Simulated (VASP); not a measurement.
# Na (Im-3m) in VASP: a series of runs

Na is run at these levels: PBE, LDA; tasks: equation of state, elastic constants.

Program: VASP 6.6.1. These are calculated values, not measurements. Logs are shortened: lines on timing, memory, paths and dates and some standing lists are left out, and cuts for length are marked.

## 1. The cell of the first run

The structure is cubic, space group Im-3m (No. 229). Conventional cell: a = 4.282 Å, b = 4.282 Å, c = 4.282 Å, α = 90.00°, β = 90.00°, γ = 90.00°. Na (site symmetry m-3m) has 14 Na at 3.71 to 4.28 Å within 4.9 Å.

## 2. Equation of state, PBE

POSCAR.step1

```
Na
1.0
   -2.0747405640      2.0747405640      2.0747405640
    2.0747405640     -2.0747405640      2.0747405640
    2.0747405640      2.0747405640     -2.0747405640
Na
1
Direct
    0.0000000000      0.0000000000      0.0000000000
```

POSCAR.step2

```
Na
1.0
   -2.0972938588      2.0972938588      2.0972938588
    2.0972938588     -2.0972938588      2.0972938588
    2.0972938588      2.0972938588     -2.0972938588
Na
1
Direct
    0.0000000000      0.0000000000      0.0000000000
```

POSCAR.step3

```
Na
1.0
   -2.1193722587      2.1193722587      2.1193722587
    2.1193722587     -2.1193722587      2.1193722587
    2.1193722587      2.1193722587     -2.1193722587
Na
1
Direct
    0.0000000000      0.0000000000      0.0000000000
```

POSCAR.step4

```
Na
1.0
   -2.1410000000      2.1410000000      2.1410000000
    2.1410000000     -2.1410000000      2.1410000000
    2.1410000000      2.1410000000     -2.1410000000
Na
1
Direct
    0.0000000000      0.0000000000      0.0000000000
```

POSCAR.step5

```
Na
1.0
   -2.1621993985      2.1621993985      2.1621993985
    2.1621993985     -2.1621993985      2.1621993985
    2.1621993985      2.1621993985     -2.1621993985
Na
1
Direct
    0.0000000000      0.0000000000      0.0000000000
```

POSCAR.step6

```
Na
1.0
   -2.1829910528      2.1829910528      2.1829910528
    2.1829910528     -2.1829910528      2.1829910528
    2.1829910528      2.1829910528     -2.1829910528
Na
1
Direct
    0.0000000000      0.0000000000      0.0000000000
```

POSCAR.step7

```
Na
1.0
   -2.2033940209      2.2033940209      2.2033940209
    2.2033940209     -2.2033940209      2.2033940209
    2.2033940209      2.2033940209     -2.2033940209
Na
1
Direct
    0.0000000000      0.0000000000      0.0000000000
```

INCAR

```
SYSTEM = Na
GGA      = PE             ! functional
ISMEAR   = 1              ! smearing method
SIGMA    = 0.1            ! smearing width, eV
LWAVE    = .FALSE.        ! write WAVECAR
LCHARG   = .FALSE.        ! write CHGCAR
ISIF     = 2              ! what is computed and relaxed
NSW      = 0              ! ionic steps
ENCUT    = 600            ! plane-wave cutoff, eV
PREC     = Accurate       ! precision mode
LASPH    = .TRUE.         ! aspherical terms in the spheres
LREAL    = .FALSE.        ! projectors in reciprocal space
ALGO     = Normal         ! electronic algorithm
EDIFF    = 1E-7           ! SCF threshold, eV
NELM     = 120            ! most SCF steps
GGA_COMPAT= .FALSE.
```

KPOINTS

```
k-points
0
Gamma
  11 11 11
```

Potentials or basis: VASP PAW PBE potentials, release 64 (Na_sv_GW).

The run is started by

```sh
$ cat potpaw_PBE.64/Na_sv_GW/POTCAR > POTCAR
$ cp POSCAR.step1 POSCAR
$ mpirun -np 1 vasp_std > vasp.out
$ cp POSCAR.step2 POSCAR
$ mpirun -np 1 vasp_std > vasp.out
$ cp POSCAR.step3 POSCAR
$ mpirun -np 1 vasp_std > vasp.out
$ cp POSCAR.step4 POSCAR
$ mpirun -np 1 vasp_std > vasp.out
$ cp POSCAR.step5 POSCAR
$ mpirun -np 1 vasp_std > vasp.out
$ cp POSCAR.step6 POSCAR
$ mpirun -np 1 vasp_std > vasp.out
$ cp POSCAR.step7 POSCAR
$ mpirun -np 1 vasp_std > vasp.out
```

OUTCAR:

```text
SYSTEM = Na
   GGA = PE
   ISMEAR = 1
   ISIF = 2
   NSW = 0
   ENCUT = 600
   PREC = Accurate
   LASPH = .TRUE.
   LREAL = .FALSE.
   EDIFF = 1E-7
   NELM = 120

 Found     56 irreducible k-points:

 Following reciprocal coordinates:
            Coordinates               Weight
  0.000000  0.000000  0.000000      1.000000
  0.090909  0.000000  0.000000     12.000000
  0.181818  0.000000  0.000000     12.000000
  0.272727  0.000000  0.000000     12.000000
  0.363636  0.000000  0.000000     12.000000
  0.454545  0.000000  0.000000     12.000000
   k-points           NKPTS =     56   k-points in BZ     NKDIM =     56   number of bands    NBANDS=      8
   number of dos      NEDOS =    301   number of ions     NIONS =      1
   total plane-waves  NPLWV =  27000
   dimension x,y,z NGX =    30 NGY =   30 NGZ =   30
   dimension x,y,z NGXF=    60 NGYF=   60 NGZF=   60
   ions per type =               1
   NGX,Y,Z   is equivalent  to a cutoff of  13.07, 13.07, 13.07 a.u.
   NGXF,Y,Z  is equivalent  to a cutoff of  26.14, 26.14, 26.14 a.u.
 SYSTEM =  Na
   PREC   = accura    normal or accurate (medium, high low for compatibility)
   ISTART =      0    job   : 0-new  1-cont  2-samecut
   ICHARG =      2    charge: 1-file 2-atom 10-const
   ISPIN  =      1    spin polarized calculation?
   LNONCOLLINEAR =      F non collinear calculations
   LSORBIT =      F    spin-orbit coupling
   LASPH  =      T    aspherical Exc in radial PAW
   ENCUT  =  600.0 eV  44.10 Ry    6.64 a.u.   7.62  7.62  7.62*2*pi/ulx,y,z
   NELM   =    120;   NELMIN=  2; NELMDL=  0     # of ELM steps
   EDIFF  = 0.1E-06   stopping-criterion for ELM
   LREAL  =      F    real-space projection
   EDIFFG = 0.1E-05   stopping-criterion for IOM
   NSW    =      0    number of steps for IOM
   IBRION =     -1    ionic relax: 0-MD 1-quasi-New 2-CG
   NFREE  =      0    steps in history (QN), initial steepest desc. (CG)
   ISIF   =      2    stress and relaxation
   ISYM   =      2    0-nonsym 1-usesym 2-fastsym
   POTIM  = 0.5000    time-step for ionic-motion
   TEBEG  =    0.0;   TEEND  =   0.0 temperature during run

   SCALEE = 1.0000    scale energy and forces
   PSTRESS=    0.0 pullay stress
   NELECT =       9.0000    total number of electrons
   NUPDOWN=      -1.0000    fix difference up-down
   EMIN   =  10.00;   EMAX   =-10.00  energy-range for DOS
   EFERMI =   0.00;   METHOD = LEGACY
   ISMEAR =     1;   SIGMA  =   0.10  broadening in eV -4-tet -1-fermi 0-gaus
   EFERMI_NEDOS =   21; number of points for ismear=-14 and -15
   IALGO  =     38    algorithm
   IMIX   =      4    mixing-type and parameters
     AMIX     =   0.40;   BMIX     =  1.00
     AMIX_MAG =   1.60;   BMIX_MAG =  1.00
  volume/ion in A,a.u.               =      42.79       288.76
  Fermi-wavevector in a.u.,A,eV,Ry     =   0.973592  1.839821 12.896700  0.947881
  Thomas-Fermi vector in A             =   2.103983
   LORBIT       =      0    0 simple, 1 ext, 2 COOP (PROOUT), +10 PAW based schemes
   GGA     = PE    functional components
   LHFCALC =     F    Hartree Fock is set to
   AEXX    =    0.0000 exact exchange contribution
   IVDW    =     0    specifies the selected vdW correction
   LEPSILON=     F    determine dielectric tensor
   LRPA    =     F    only Hartree local field effects (RPA)

   CSHIFT  =0.1000    complex shift for real part using Kramers Kronig

   OMEGAMAX=  -1.0    maximum frequency
 non-spin polarized calculation
 Methfessel and Paxton  Order N= 1 SIGMA  =   0.10
  energy-cutoff  :      600.00
  volume of cell :       42.79
 maximum number of plane-waves:      1453
   NGX = 15   NGY = 15   NGZ = 15

 number of electron       8.9999999 magnetization

 Free energy of the ion-electron system (eV)
  ---------------------------------------------------
  ext. energy  EPLUGINS =         0.00000000
  ---------------------------------------------------
  free energy    TOTEN  =        -3.38579224 eV

  energy without entropy =       -3.38554018  energy(sigma->0) =       -3.38570822

 E-fermi :  -0.0830     XC(G=0):  -6.2314

 val. band max:       -0.1216544533   @ k =  -0.3636   0.4545   0.0909
 cond. band min:       0.0031281767   @ k =   0.1818   0.1818   0.1818
 fundamental gap:      0.1247826300
 Fermi energy:        -0.0829850563

 k-point     1 :       0.0000    0.0000    0.0000
  band No.  band energies     occupation
      1     -53.1947      2.00000
      2     -25.1136      2.00000
      3     -25.1136      2.00000
      4     -25.1136      2.00000
      5      -3.0769      2.00000
      6      10.7412      0.00000
      7      10.7412      0.00000
      8      10.7412      0.00000

 k-point     2 :       0.0909    0.0000    0.0000
  band No.  band energies     occupation
      1     -53.1947      2.00000
      2     -25.1154      2.00000
      3     -25.1143      2.00000
      4     -25.1137      2.00000
      5      -2.9453      2.00000
      6       9.1371      0.00000
      7      10.0034      0.00000
      8      10.1626      0.00000

 k-point     3 :       0.1818    0.0000    0.0000
  band No.  band energies     occupation
      1     -53.1945      2.00000
      2     -25.1196      2.00000
      3     -25.1158      2.00000
      4     -25.1137      2.00000
      5      -2.5524      2.00000
      6       6.9568      0.00000
      7       9.0605      0.00000
      8       9.3880      0.00000

 k-point     4 :       0.2727    0.0000    0.0000
  band No.  band energies     occupation
      1     -53.1941      2.00000
      2     -25.1253      2.00000
      3     -25.1177      2.00000
      4     -25.1136      2.00000
      5      -1.9031      2.00000
      6       4.9397      0.00000
      7       8.3205      0.00000
      8       8.7773      0.00000

 k-point     5 :       0.3636    0.0000    0.0000
  band No.  band energies     occupation
      1     -53.1939      2.00000
      2     -25.1308      2.00000
      3     -25.1196      2.00000
      4     -25.1136      2.00000
      5      -1.0054      2.00000
      6       3.1270      0.00000
      7       7.8210      0.00000
      8       8.3662      0.00000

 k-point     6 :       0.4545    0.0000    0.0000
  band No.  band energies     occupation
      1     -53.1936      2.00000
      2     -25.1338      2.00000
      3     -25.1206      2.00000
      4     -25.1135      2.00000
      5       0.1229     -0.01316
      6       1.5410     -0.00000
      7       7.5702      0.00000
      8       8.1604      0.00000

 [... further k-points ...]

------------------------ aborting loop because EDIFF is reached ----------------------------------------

  FORCE on cell =-STRESS in cart. coord.  units (eV):
  Direction    XX          YY          ZZ          XY          YZ          ZX
  --------------------------------------------------------------------------------------
  -------------------------------------------------------------------------------------
  Total       -0.3371606     -0.3371606     -0.3371606     -0.0000000      0.0000000     -0.0000000
  in kB      -12.6244042    -12.6244042    -12.6244042     -0.0000000      0.0000000     -0.0000000
  external PRESSURE =     -12.6244042 kB  Pullay stress =       0.0000000 kB

 VOLUME and BASIS-vectors are now :
 -----------------------------------------------------------------------------
  energy-cutoff  :      600.00
  volume of cell :       42.79
      direct lattice vectors                 reciprocal lattice vectors
    -2.203394021  2.203394021  2.203394021     0.000000000  0.226922645  0.226922645
     2.203394021 -2.203394021  2.203394021     0.226922645  0.000000000  0.226922645
     2.203394021  2.203394021 -2.203394021     0.226922645  0.226922645  0.000000000

 POSITION                                       TOTAL-FORCE (eV/Angst)
 -----------------------------------------------------------------------------------
      0.00000      0.00000      0.00000         0.000000      0.000000      0.000000
 -----------------------------------------------------------------------------------
    total drift:                               -0.000000     -0.000000      0.000000

  FREE ENERGIE OF THE ION-ELECTRON SYSTEM (eV)
  ---------------------------------------------------
  free  energy   TOTEN  =        -3.3857922381 eV

  energy  without entropy=       -3.3855401792  energy(sigma->0) =       -3.38570822
```

Run time: 61 s. Hardware: 1 thread of Intel Xeon 6975P-C (Granite Rapids), shared host; peak memory 0.17 GiB.

Results:

| Property | Result |
| --- | --- |
| Equilibrium volume | 37.11 Å³/atom |
| Bulk modulus | 7.7 GPa |
| Pressure derivative of the bulk modulus | 3.3 (rough: it moves with the points fitted) |

Energy against volume, from the lowest point:
| volume (Å³/atom) | energy (meV/atom) |
| --- | --- |
| 35.723 | 1.30 |
| 36.901 | 0.00 |
| 38.079 | 0.57 |
| 39.256 | 2.79 |
| 40.434 | 6.24 |
| 41.612 | 11.07 |
| 42.789 | 16.89 |

## 3. Elastic constants, LDA

INCAR

```
  PREC = Accurate
  ENCUT = 500
  EDIFF = 1E-8
  ISMEAR = 0
  SIGMA = 0.025
  LREAL = False
  LASPH = True
  NELM = 120
  ALGO = Normal
  ISIF = 3
  LWAVE = False
  LCHARG = True
  GGA = CA
  IBRION = 6
  NFREE = 2
  POTIM = 0.015
  NSW = 1
  GGA_COMPAT = False
```

KPOINTS

```
Automatic mesh
0
Gamma
  7 7 7
```

POSCAR

```
Na
1.0
   -2.1410000000      2.1410000000      2.1410000000
    2.1410000000     -2.1410000000      2.1410000000
    2.1410000000      2.1410000000     -2.1410000000
Na
1
Direct
    0.0000000000      0.0000000000      0.0000000000
```

Potentials or basis: VASP PAW LDA potentials, release 64 (Na_pv).

The run is started by

```sh
$ cat potpaw_LDA.64/Na_pv/POTCAR > POTCAR
$ mpirun -np 1 vasp_std > vasp.out
```

Run time: 67 s. Hardware: 1 thread of AMD EPYC 9R45 (Zen 5), shared host; peak memory 0.13 GiB.

It converged, with:

| Property | Result |
| --- | --- |
| Elastic constants C11, C12, C44 | -8, 13, -3 GPa |
| Voigt bulk modulus | 6 GPa |

Elastic tensor in Voigt notation (GPa, in the Cartesian axes of the cell as first typed):
```
-8 13 13  0  0  0
13 -8 13  0  0  0
13 13 -8  0  0  0
 0  0  0 -3  0  0
 0  0  0  0 -3  0
 0  0  0  0  0 -3
```

Clamped-ion elastic tensor (GPa):
```
-8 13 13  0  0  0
13 -8 13  0  0  0
13 13 -8  0  0  0
 0  0  0 -3  0  0
 0  0  0  0 -3  0
 0  0  0  0  0 -3
```

Caveat: the cell is under stress, which shifts elastic constants; the elastic tensor has a negative eigenvalue, so either the cell is unstable as it stands or the mesh is too thin.
